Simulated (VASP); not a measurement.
# CaO (Cmcm) in VASP: a series of runs, part 2 of 3

VASP 6.6.1.

### Step 3. Single point, LDA (strain -0.0050 x Voigt [1, 0, 0, 0, 0, 0])

INCAR reads:

```
PREC = Accurate
ENCUT = 520
EDIFF = 1E-6
ISMEAR = 0
SIGMA = 0.05
LREAL = F
LASPH = T
NELM = 100
ALGO = Normal
ISIF = 2
LWAVE = F
LCHARG = F
NBANDS = 24
```

KPOINTS reads:

```
regular mesh
0
Gamma
  9 9 6
```

POSCAR reads:

```
CaO
1.0
    3.9720159454      0.0000000000      0.0000000000
   -1.9860079727      3.4571524753      0.0000000000
    0.0000000000      0.0000000000      4.7848400100
Ca O
2 2
Direct
    0.3333333333      0.6666666667      0.7500000000
    0.6666666667      0.3333333333      0.2500000000
    0.3333333333      0.6666666667      0.2500000000
    0.6666666667      0.3333333333      0.7500000000
```

Potentials or basis: VASP PAW LDA potentials, release 64 (Ca_sv, O).

Run with:

```sh
$ cat potpaw_LDA.64/Ca_sv/POTCAR potpaw_LDA.64/O/POTCAR > POTCAR
$ mpirun -np 1 vasp_std > vasp.out
```

OUTCAR:

```text
PREC = Accurate
   ENCUT = 520
   EDIFF = 1E-6
   ISMEAR = 0
   LREAL = F
   LASPH = T
   NELM = 100
   ISIF = 2

 ion  position               nearest neighbor table
   1  0.333  0.667  0.750-   4 2.30   4 2.30   4 2.30   3 2.39   3 2.39
   2  0.667  0.333  0.250-   3 2.30   3 2.30   3 2.30   4 2.39   4 2.39
   3  0.333  0.667  0.250-   2 2.30   2 2.30   2 2.30   1 2.39   1 2.39
   4  0.667  0.333  0.750-   1 2.30   1 2.30   1 2.30   2 2.39   2 2.39

  LATTYP: Found a base centered orthorhombic cell.
 ALAT       =     3.9720159454
[... 850 lines left out ...]
  Direction    XX          YY          ZZ          XY          YZ          ZX
  --------------------------------------------------------------------------------------
  -------------------------------------------------------------------------------------
  Total       -1.7183789     -1.8834074     -2.2106782      0.0000000      0.0000000      0.0000000
  in kB      -41.9017909    -45.9259258    -53.9062569      0.0000000      0.0000000      0.0000000
  external PRESSURE =     -47.2446579 kB  Pullay stress =       0.0000000 kB

 VOLUME and BASIS-vectors are now :
 -----------------------------------------------------------------------------
  energy-cutoff  :      520.00
  volume of cell :       65.70
      direct lattice vectors                 reciprocal lattice vectors
     3.972015945  0.000000000  0.000000000     0.251761326  0.144627697  0.000000000
    -1.986007973  3.457152475  0.000000000     0.000000000  0.289255394  0.000000000
     0.000000000  0.000000000  4.784840010     0.000000000  0.000000000  0.208993404

 POSITION                                       TOTAL-FORCE (eV/Angst)
 -----------------------------------------------------------------------------------
     -0.00000      2.30477      3.58863         0.000000      0.028338     -0.000000
      1.98601      1.15238      1.19621        -0.000000     -0.028338      0.000000
     -0.00000      2.30477      1.19621         0.000000      0.020770      0.000000
      1.98601      1.15238      3.58863        -0.000000     -0.020770      0.000000
 -----------------------------------------------------------------------------------
    total drift:                               -0.000000      0.000000     -0.000000

  FREE ENERGIE OF THE ION-ELECTRON SYSTEM (eV)
  ---------------------------------------------------
  free  energy   TOTEN  =       -27.9488630739 eV

  energy  without entropy=      -27.9488630739  energy(sigma->0) =      -27.94886307
```

Wall time 2.2 min (1 thread of Oxide Virtual Turin-like, shared host); peak memory 0.21 GiB.

Results:

```yaml
Free_energy: -27.9489 eV
Pressure: -4.7 GPa
Largest_force: 0.028 eV/Å
Band_gap_on_the_k_mesh: 3.02 eV
```

Forces on the atoms (eV/Å):
```
Ca   0.000  0.028  0.000
Ca   0.000 -0.028  0.000
O    0.000  0.021  0.000
O    0.000 -0.021  0.000
```

Levels at points of the mesh, in eV from the valence-band top:
| k point | band 14 | band 15 | band 16 | band 17 | band 18 | band 19 |
| --- | --- | --- | --- | --- | --- | --- |
| (0.00, 0.00, 0.00) | -1.18 | -1.11 | 0.00 | 3.02 | 6.02 | 6.03 |
| (0.00, 0.00, 0.50) | -1.32 | -1.32 | -1.32 | 4.84 | 4.84 | 7.70 |

Caveat: the cell differs from its parent crystal (strain -0.0050 x Voigt [1, 0, 0, 0, 0, 0]); the cell stands under tension. A k mesh can miss the band edges.

### Step 4. Single point, LDA (strain +0.0100 x Voigt [1, 0, 0, 0, 0, 0])

INCAR reads:

```
  PREC = Accurate
  ENCUT = 520
  EDIFF = 1E-6
  ISMEAR = 0
  SIGMA = 0.05
  LREAL = False
  LASPH = True
  NELM = 60
  ALGO = Normal
  ISIF = 2
  LWAVE = False
  LCHARG = False
  NBANDS = 24
```

KPOINTS reads:

```
Automatic mesh
0
Gamma
  9 9 6
```

POSCAR: that of step 3 with these lines changed.

```diff
@@ -2,4 +2,4 @@
 1.0
-    3.9720159454      0.0000000000      0.0000000000
-   -1.9860079727      3.4571524753      0.0000000000
+    4.0318955827      0.0000000000      0.0000000000
+   -2.0159477913      3.4571524753      0.0000000000
     0.0000000000      0.0000000000      4.7848400100
```

Potentials or basis: VASP PAW LDA potentials, release 64 (Ca_sv, O).

Run with:

```sh
$ cat potpaw_LDA.64/Ca_sv/POTCAR potpaw_LDA.64/O/POTCAR > POTCAR
$ mpirun -np 1 vasp_std > vasp.out
```

OUTCAR:

```text
PREC = Accurate
   ENCUT = 520
   EDIFF = 1E-6
   ISMEAR = 0
   LREAL = False
   LASPH = True
   NELM = 60
   ISIF = 2

 ion  position               nearest neighbor table
   1  0.333  0.667  0.750-   4 2.30   4 2.32   4 2.32   3 2.39   3 2.39
   2  0.667  0.333  0.250-   3 2.30   3 2.32   3 2.32   4 2.39   4 2.39
   3  0.333  0.667  0.250-   2 2.30   2 2.32   2 2.32   1 2.39   1 2.39
   4  0.667  0.333  0.750-   1 2.30   1 2.32   1 2.32   2 2.39   2 2.39

  Warning from LATTYP: Monoclinic adjustment (A1->A3, A2->A1, A3->A2)!
  LATTYP: Found a base centered orthorhombic cell.
 ALAT       =     4.0318955827
 B/A-ratio  =     1.7149017897
 C/A-ratio  =     1.1867470057

  Lattice vectors:

 A1 = (   2.0159477913,  -3.4571524753,   0.0000000000)
 A2 = (   2.0159477914,   3.4571524753,   0.0000000000)
 A3 = (   0.0000000000,   0.0000000000,   4.7848400100)

Analysis of symmetry for initial positions (statically):
=====================================================================
 Subroutine PRICEL returns:
 Original cell was already a primitive cell.

[... 175 lines left out ...]

 E-fermi :   1.2068     XC(G=0):  -9.9112

 val. band max:        0.9496013787   @ k =   0.0000   0.0000   0.0000
 cond. band min:       3.9013276652   @ k =   0.0000   0.0000   0.0000
 fundamental gap:      2.9517262865
 Fermi energy:         1.2068284417

 k-point     1 :       0.0000    0.0000    0.0000
  band No.  band energies     occupation
      1     -36.1852      2.00000
      2     -36.0484      2.00000
      3     -17.8302      2.00000
      4     -17.5842      2.00000
      5     -17.5814      2.00000
      6     -17.3784      2.00000
[... 637 lines left out ...]
     23       9.2399      0.00000
     24       9.4312      0.00000

 [... further k-points ...]

------------------------ aborting loop because EDIFF is reached ----------------------------------------

  FORCE on cell =-STRESS in cart. coord.  units (eV):
  Direction    XX          YY          ZZ          XY          YZ          ZX
  --------------------------------------------------------------------------------------
  -------------------------------------------------------------------------------------
  Total       -2.5592254     -2.2432632     -2.5103331     -0.0000000      0.0000000      0.0000000
  in kB      -61.4785876    -53.8884361    -60.3040815     -0.0000000      0.0000000      0.0000000
  external PRESSURE =     -58.5570351 kB  Pullay stress =       0.0000000 kB

 VOLUME and BASIS-vectors are now :
 -----------------------------------------------------------------------------
  energy-cutoff  :      520.00
  volume of cell :       66.70
      direct lattice vectors                 reciprocal lattice vectors
     4.031895583  0.000000000  0.000000000     0.248022296  0.144627697  0.000000000
    -2.015947791  3.457152475  0.000000000     0.000000000  0.289255394  0.000000000
     0.000000000  0.000000000  4.784840010     0.000000000  0.000000000  0.208993404

 POSITION                                       TOTAL-FORCE (eV/Angst)
 -----------------------------------------------------------------------------------
     -0.00000      2.30477      3.58863        -0.000000     -0.051513     -0.000000
      2.01595      1.15238      1.19621         0.000000      0.051513     -0.000000
     -0.00000      2.30477      1.19621        -0.000000     -0.036800      0.000000
      2.01595      1.15238      3.58863         0.000000      0.036800     -0.000000
 -----------------------------------------------------------------------------------
    total drift:                                0.000000     -0.000000      0.000000

  FREE ENERGIE OF THE ION-ELECTRON SYSTEM (eV)
  ---------------------------------------------------
  free  energy   TOTEN  =       -27.9176610168 eV

  energy  without entropy=      -27.9176610168  energy(sigma->0) =      -27.91766102
```

OSZICAR:

```text
N       E                     dE             d eps       ncg     rms          rms(c)
DAV:   1     0.319333675300E+03    0.31933E+03   -0.16376E+04  4800   0.133E+03
DAV:   2    -0.616532585124E+01   -0.32550E+03   -0.30710E+03  5584   0.385E+02
DAV:   3    -0.317179927894E+02   -0.25553E+02   -0.25370E+02  7776   0.103E+02
DAV:   4    -0.326241152081E+02   -0.90612E+00   -0.90465E+00  6800   0.172E+01
DAV:   5    -0.326467503854E+02   -0.22635E-01   -0.22634E-01  6792   0.198E+00    0.129E+01
DAV:   6    -0.282623884959E+02    0.43844E+01   -0.21933E+01  6912   0.294E+01    0.574E+00
DAV:   7    -0.280508840450E+02    0.21150E+00   -0.25079E+00  6424   0.104E+01    0.276E+00
DAV:   8    -0.279247247246E+02    0.12616E+00   -0.33728E-01  6064   0.428E+00    0.711E-01
DAV:   9    -0.279168118850E+02    0.79128E-02   -0.49745E-02  6480   0.137E+00    0.201E-01
DAV:  10    -0.279179668403E+02   -0.11550E-02   -0.60036E-03  6096   0.484E-01    0.111E-01
DAV:  11    -0.279178636266E+02    0.10321E-03   -0.41480E-03  6320   0.335E-01    0.102E-01
DAV:  12    -0.279176578526E+02    0.20577E-03   -0.94940E-04  6072   0.200E-01    0.681E-03
DAV:  13    -0.279176611263E+02   -0.32737E-05   -0.33963E-05  6360   0.417E-02    0.344E-03
DAV:  14    -0.279176610168E+02    0.10951E-06   -0.15637E-06  5192   0.755E-03
   1 F= -.27917661E+02 E0= -.27917661E+02  d E =-.186036E-15
```

stdout:

```text
POSCAR found type information on POSCAR CaO
 POSCAR found :  2 types and       4 ions
 scaLAPACK will be used
 LDA part: xc-table for (Slater(with rela. corr.)+CA(PZ))
 , standard interpolation
 POSCAR, INCAR and KPOINTS ok, starting setup
 FFT: planning ... GRIDC
 FFT: planning ... GRID_SOFT
 FFT: planning ... GRID
 WAVECAR not read
 entering main loop
```

Run time: 3.6 min. Hardware: 1 thread of Oxide Virtual Turin-like, shared host; peak memory 0.21 GiB.

Results:

```yaml
Free_energy: -27.9177 eV
Pressure: -5.9 GPa
Largest_force: 0.052 eV/Å
Band_gap_on_the_k_mesh: 2.95 eV
```

Forces in eV/Å, atoms in the order of the input:
```
Ca   0.000 -0.052  0.000
Ca   0.000  0.052  0.000
O    0.000 -0.037  0.000
O    0.000  0.037  0.000
```

Caveat: the cell differs from its parent crystal (strain +0.0100 x Voigt [1, 0, 0, 0, 0, 0]); the cell stands under tension. A k mesh can miss the band edges.

(Continued in part 3 of 3.)
